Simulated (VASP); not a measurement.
Crystal: CsI.

```
CELL_PARAMETERS angstrom
4.60808 0.00000 0.00000
0.00000 4.60808 0.00000
0.00000 0.00000 4.60808
ATOMIC_POSITIONS crystal
Cs 0.00000 0.00000 0.00000
I 0.50000 0.50000 0.50000
```

Program: VASP 6.6.1. Alike in all runs: task single point; potentials or basis VASP PAW PBE potentials, release 64 (Cs_sv, I); no spin polarisation; cell as given; k mesh 4 × 4 × 4; smearing gaussian 0.01 eV.

Q: Order these runs on this cell by their band gap on the k mesh, lowest first.
A. level PBE; cutoff (eV) 500
B. level r2SCAN; cutoff (eV) 550
C. level HSE06; cutoff (eV) 400; grid for exact exchange (PRECFOCK) Normal; screening parameter 0.2079 1/Å

A: A (3.79 eV), B (4.50 eV), C (4.78 eV).

Caveats: spin-orbit coupling is left out, which moves the levels of the heavy elements.

A k mesh can miss the band edges.
